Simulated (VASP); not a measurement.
Crystal: MoS.

```xyz
2
Lattice="3.2551 0.0000 0.0000 -1.6275 2.8190 0.0000 0.0000 0.0000 3.1930" Properties=species:S:1:pos:R:3 pbc="T T T"
Mo    1.6275    0.9397    1.5965
S     0.0000    1.8793    0.0000
```

```yaml
Program: VASP 6.6.1
Task: relaxation of cell and atoms
Functional: PBE
Potentials_or_basis: VASP PAW PBE potentials, release 64 (Mo_sv, S)
Cutoff: 600 eV
k_mesh: 18 × 18 × 18
Occupations: gaussian, width 0.1 eV
Spin: no spin polarisation
```

At the start: pressure 0.5 GPa; volume 14.65 Å³/atom.

Question: Where does the relaxation end?

Answer: Over 8 steps the energy falls by 3.5 meV/atom and the volume is 14.60 Å³/atom (-0.3 %); space group P-6m2 (No. 187, to 0.05 Å).

The path:
```
step  energy change (eV)  largest force (eV/Å)  pressure (GPa)  volume (Å³)
   1              0.0000                0.0000            0.50        29.30
   2             -0.0032                0.0000           -1.13        29.49
   3             -0.0033                0.0000           -1.62        29.55
   4             -0.0054                0.0000           -0.93        29.42
   5             -0.0068                0.0000            0.34        29.18
   6             -0.0068                0.0000            0.41        29.16
   7             -0.0070                0.0000            0.13        29.19
   8             -0.0070                0.0000           -0.01        29.20
```

Final structure:
```xyz
2
Lattice="3.2026 0.0000 0.0000 -1.6013 2.7735 0.0000 0.0000 0.0000 3.2880" Properties=species:S:1:pos:R:3 pbc="T T T"
Mo    1.6013    0.9245    1.6440
S     0.0000    1.8490    3.2880
```
